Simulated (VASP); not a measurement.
# Ta: electric field gradients with PBEsol

The system is Ta.

```
CELL_PARAMETERS angstrom
-1.61757 1.61757 1.61757
1.61757 -1.61757 1.61757
1.61757 1.61757 -1.61757
ATOMIC_POSITIONS crystal
Ta 0.00000 0.00000 0.00000
```

This cell differs from its parent crystal: volume scaled by 0.94.

```
Program                : VASP 6.6.1
Task                   : electric field gradients
Functional             : PBEsol
Potentials or basis    : VASP PAW PBE potentials, release 64 (Ta_pv)
Cutoff                 : 520 eV
k mesh                 : 15 × 15 × 15
Occupations            : fermi-dirac, width 0.05 eV
Spin                   : no spin polarisation
Dipole correction      : no
Further INCAR settings : ALGO = Normal; EDIFF = 1e-08; NBANDS = 12
```

```json
{
 "Pressure": "9.6 GPa"
}
```

Levels at points of the mesh, in eV from the Fermi level:
```csv
k point,band 3,band 4,band 5,band 6,band 7,band 8
"(0.00, 0.00, 0.00)",-32.77,-8.16,0.72,0.72,0.72,4.21
```

It took 11 s on 1 thread of Intel(R) Xeon(R) Platinum 8488C (Sapphire Rapids), with other jobs on the host, peak memory 0.15 GiB.

Caveat: without QUAD_EFG the Cq values of the log hold for a quadrupole moment of 1 mb, not for the nuclei; the PAW data sets were made with another functional, which shifts forces and pressure a little; spin-orbit coupling is left out, which moves the levels of the heavy elements.
